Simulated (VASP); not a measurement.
# I (R-3m) in VASP: notebook, part 2 of 2

VASP 6.6.1. The steps go on from the part before.

### Step 3. Single point, PBE (41.74 Å³/atom)

The input, POSCAR:

```
I
1.0
    2.4512098441     -1.4152066633      4.0104004598
    0.0000000000      2.8304133267      4.0104004597
   -2.4512098441     -1.4152066633      4.0104004598
I
2
Direct
    0.2499996776      0.2499996776      0.2499996776
   -0.2499996776     -0.2499996776     -0.2499996776
```

The input, INCAR.step1:

```
SYSTEM = I
ALGO = Normal
EDIFF = 1E-6
ENCUT = 520
GGA = PE
ISIF = 2
ISMEAR = -1
LASPH = .True.
LCHARG = .True.
LREAL = .False.
LWAVE = .False.
NBANDS = 14
NELM = 60
PREC = Accurate
SIGMA = 0.1
```

The input, KPOINTS.step1:

```
k-points
0
Gamma
  11 11 11
  0 0 0
```

The input, INCAR.step2:

```
SYSTEM = I
ALGO = Normal
EDIFF = 1E-6
ENCUT = 520
GGA = PE
ICHARG = 11
ISIF = 2
ISMEAR = -5
LASPH = .True.
LCHARG = .False.
LORBIT = 11
LREAL = .False.
LWAVE = .False.
NEDOS = 2001
NELM = 60
PREC = Accurate
SIGMA = 0.1
```

The input, KPOINTS.step2:

```
k-points
0
Gamma
  17 17 17
  0 0 0
```

Potentials or basis: VASP PAW PBE potentials, release 64 (I).

Command:

```
cat potpaw_PBE.64/I/POTCAR > POTCAR
cp INCAR.step1 INCAR
cp KPOINTS.step1 KPOINTS
mpirun -np 1 vasp_std > vasp.out
cp INCAR.step2 INCAR
cp KPOINTS.step2 KPOINTS
mpirun -np 1 vasp_std > vasp.out
```

OUTCAR:

```text
SYSTEM = I
   EDIFF = 1E-6
   ENCUT = 520
   GGA = PE
   ICHARG = 11
   ISIF = 2
   ISMEAR = -5
   LASPH = .True.
   LORBIT = 11
   LREAL = .False.
   NELM = 60
   PREC = Accurate

 ion  position               nearest neighbor table
   1  0.250  0.250  0.250-   2 3.47   2 3.47   2 3.47   2 3.47   2 3.47   2 3.47
   2  0.750  0.750  0.750-   1 3.47   1 3.47   1 3.47   1 3.47   1 3.47   1 3.47

  LATTYP: Found a trigonal (rhomboedric) cell.
 ALAT       =     4.9086201164
 COS(alpha) =     0.5012623735

  Lattice vectors:

 A1 = (   2.4512098441,  -1.4152066633,   4.0104004598)
 A2 = (   0.0000000000,   2.8304133267,   4.0104004597)
 A3 = (  -2.4512098441,  -1.4152066633,   4.0104004598)

Analysis of symmetry for initial positions (statically):
=====================================================================
 Subroutine PRICEL returns following result:

  LATTYP: Found a trigonal (rhomboedric) cell.
 ALAT       =     3.4687225963
 COS(alpha) =     0.0012613867

  Lattice vectors:

 A1 = (  -2.4512098441,  -1.4152066634,  -2.0051924721)
 A2 = (   0.0000000000,   2.8304133266,  -2.0051924722)
 A3 = (   2.4512098441,  -1.4152066633,  -2.0052079876)

   2 primitive cells build up your supercell.

 Routine SETGRP: Setting up the symmetry group for a
 trigonal (rhombohedral) supercell.

 Subroutine GETGRP returns: Found 12 space group operations
 (whereof 12 operations were pure point group operations)
 out of a pool of 12 trial point group operations.

The static configuration has the point symmetry D_3d.

Analysis of symmetry for dynamics (positions and initial velocities):
=====================================================================
 Subroutine PRICEL returns following result:

  LATTYP: Found a trigonal (rhomboedric) cell.
 ALAT       =     3.4687225963
 COS(alpha) =     0.0012613867

  Lattice vectors:

 A1 = (  -2.4512098441,  -1.4152066634,  -2.0051924721)
 A2 = (   0.0000000000,   2.8304133266,  -2.0051924722)
 A3 = (   2.4512098441,  -1.4152066633,  -2.0052079876)

   2 primitive cells build up your supercell.

 Routine SETGRP: Setting up the symmetry group for a
 trigonal (rhombohedral) supercell.

 Subroutine GETGRP returns: Found 12 space group operations
 (whereof 12 operations were pure point group operations)
 out of a pool of 12 trial point group operations.

The dynamic configuration has the point symmetry D_3d.

 Subroutine INISYM returns: Found 12 space group operations
 (whereof 12 operations are pure point group operations),
 and found     2 'primitive' translations

----------------------------------------------------------------------------------------

                                     Primitive cell

  volume of cell :      41.7358

  direct lattice vectors                    reciprocal lattice vectors
    -2.451209844 -1.415206663 -2.005192472    -0.203981430 -0.117768126 -0.166234652
     0.000000000  2.830413327 -2.005192472    -0.000000526  0.235537163 -0.166234652
[... 67 lines left out ...]
   k-points           NKPTS =    489   k-points in BZ     NKDIM =    489   number of bands    NBANDS=     11
   number of dos      NEDOS =   2001   number of ions     NIONS =      2
   total plane-waves  NPLWV =  64000
   dimension x,y,z NGX =    40 NGY =   40 NGZ =   40
   dimension x,y,z NGXF=    80 NGYF=   80 NGZF=   80
   ions per type =               2
   NGX,Y,Z   is equivalent  to a cutoff of  13.55, 13.55, 13.55 a.u.
   NGXF,Y,Z  is equivalent  to a cutoff of  27.09, 27.09, 27.09 a.u.
 SYSTEM =  I
   PREC   = accura    normal or accurate (medium, high low for compatibility)
   ISTART =      0    job   : 0-new  1-cont  2-samecut
   ICHARG =     11    charge: 1-file 2-atom 10-const
   ISPIN  =      1    spin polarized calculation?
   LNONCOLLINEAR =      F non collinear calculations
   LSORBIT =      F    spin-orbit coupling
   LASPH  =      T    aspherical Exc in radial PAW
   ENCUT  =  520.0 eV  38.22 Ry    6.18 a.u.   9.13  9.13  9.13*2*pi/ulx,y,z
   NELM   =     60;   NELMIN=  2; NELMDL=  0     # of ELM steps
   EDIFF  = 0.1E-05   stopping-criterion for ELM
   LREAL  =      F    real-space projection
   EDIFFG = 0.1E-04   stopping-criterion for IOM
   NSW    =      0    number of steps for IOM
   IBRION =     -1    ionic relax: 0-MD 1-quasi-New 2-CG
   NFREE  =      0    steps in history (QN), initial steepest desc. (CG)
   ISIF   =      2    stress and relaxation
   ISYM   =      2    0-nonsym 1-usesym 2-fastsym
   POTIM  = 0.5000    time-step for ionic-motion
   TEBEG  =    0.0;   TEEND  =   0.0 temperature during run
   PSTRESS=    0.0 pullay stress
   NELECT =      14.0000    total number of electrons
   NUPDOWN=      -1.0000    fix difference up-down
   EMIN   =  10.00;   EMAX   =-10.00  energy-range for DOS
   EFERMI =   0.00;   METHOD = LEGACY
   ISMEAR =    -5;   SIGMA  =   0.10  broadening in eV -4-tet -1-fermi 0-gaus
   EFERMI_NEDOS =   21; number of points for ismear=-14 and -15
   IALGO  =     38    algorithm
   IMIX   =      4    mixing-type and parameters
     AMIX     =   0.40;   BMIX     =  1.00
     AMIX_MAG =   1.60;   BMIX_MAG =  1.00
  volume/ion in A,a.u.               =      41.74       281.65
  Fermi-wavevector in a.u.,A,eV,Ry     =   0.902827  1.706095 11.090055  0.815096
  Thomas-Fermi vector in A             =   2.026078
   LORBIT       =     11    0 simple, 1 ext, 2 COOP (PROOUT), +10 PAW based schemes
   GGA     = PE    functional components
   LHFCALC =     F    Hartree Fock is set to
   AEXX    =    0.0000 exact exchange contribution
   IVDW    =     0    specifies the selected vdW correction
   LEPSILON=     F    determine dielectric tensor
   LRPA    =     F    only Hartree local field effects (RPA)
 non-spin polarized calculation
 Fermi weights with tetrahedron method with Bloechl corrections
  energy-cutoff  :      520.00
  volume of cell :       83.47
 maximum number of plane-waves:      2268
 NGX is ok and might be reduce to    40

 number of electron      14.0000001 magnetization

 Free energy of the ion-electron system (eV)
  ---------------------------------------------------
  ext. energy  EPLUGINS =         0.00000000
  ---------------------------------------------------
  free energy    TOTEN  =        -2.39587254 eV

  energy without entropy =       -2.39587254  energy(sigma->0) =       -2.39587254

 E-fermi :   3.1518     XC(G=0):  -8.1427

 val. band max:        3.2311783615   @ k =  -0.4118   0.4118  -0.0000
 cond. band min:       3.1528861402   @ k =  -0.2941  -0.2941   0.1765
 fundamental gap:     -0.0782922213
 Fermi energy:         3.1517700053

 k-point     1 :       0.0000    0.0000    0.0000
  band No.  band energies     occupation
      1     -10.2606      2.00000
      2      -7.8971      2.00000
      3       0.3326      2.00000
      4       0.3433      2.00000
      5       0.3433      2.00000
      6       3.0181      2.00000
      7       3.0181      2.00000
      8       3.0237      2.00000
      9       8.6097      0.00000
     10       8.7785      0.00000
     11       8.7925      0.00000
[... 309 lines left out ...]
 k-point    24 :      -0.1176    0.0588   -0.0000
  band No.  band energies     occupation
      1     -10.1531      2.00000
      2      -8.0433      2.00000
      3       0.2227      2.00000
      4       0.4906      2.00000
      5       0.4966      2.00000
      6       2.5098      2.00000
      7       2.5784      2.00000
      8       3.0425      2.01619
      9       8.6801      0.00000
     10       8.9857      0.00000
     11       9.1979      0.00000

 [... further k-points ...]

------------------------ aborting loop because EDIFF is reached ----------------------------------------

  FORCE on cell =-STRESS in cart. coord.  units (eV):
  Direction    XX          YY          ZZ          XY          YZ          ZX
  --------------------------------------------------------------------------------------
  -------------------------------------------------------------------------------------
  Total       -0.1296127     -0.1296127     -0.1323490      0.0000000      0.0000000      0.0000000
  in kB       -2.4878186     -2.4878186     -2.5403397      0.0000000      0.0000000      0.0000000
  external PRESSURE =      -2.5053256 kB  Pullay stress =       0.0000000 kB

 VOLUME and BASIS-vectors are now :
 -----------------------------------------------------------------------------
  energy-cutoff  :      520.00
  volume of cell :       83.47
      direct lattice vectors                 reciprocal lattice vectors
     2.451209844 -1.415206663  4.010400460     0.203980904 -0.117768430  0.083117219
     0.000000000  2.830413327  4.010400460     0.000000000  0.235536860  0.083117219
    -2.451209844 -1.415206663  4.010400460    -0.203980904 -0.117768430  0.083117219

 POSITION                                       TOTAL-FORCE (eV/Angst)
 -----------------------------------------------------------------------------------
      0.00000      0.00000      3.00780         0.000000      0.000000      0.000000
      0.00000      0.00000      9.02340         0.000000      0.000000     -0.000000
 -----------------------------------------------------------------------------------
    total drift:                               -0.000000      0.000000      0.000000

  FREE ENERGIE OF THE ION-ELECTRON SYSTEM (eV)
  ---------------------------------------------------
  free  energy   TOTEN  =        -2.3958725400 eV

  energy  without entropy=       -2.3958725400  energy(sigma->0) =       -2.39587254

 total charge

# of ion       s       p       d       tot
------------------------------------------
    1        1.550   2.592   0.021   4.162
    2        1.550   2.592   0.021   4.162
--------------------------------------------------
tot          3.100   5.183   0.041   8.325
```

It took 9.4 min on 1 thread of Intel Xeon 8259CL, shared host; peak memory 0.54 GiB.

Results:

* Valence electrons inside the program's atomic spheres: I 4.16

Levels at points of the mesh, in eV from the Fermi level:
```csv
k point,band 3,band 4,band 5,band 6,band 7,band 8,band 9,band 10,band 11
"(0.00, 0.00, 0.00)",-2.82,-2.81,-2.81,-0.13,-0.13,-0.13,5.46,5.63,5.64
```

Caveat: spin-orbit coupling is left out, which moves the levels of the heavy elements.
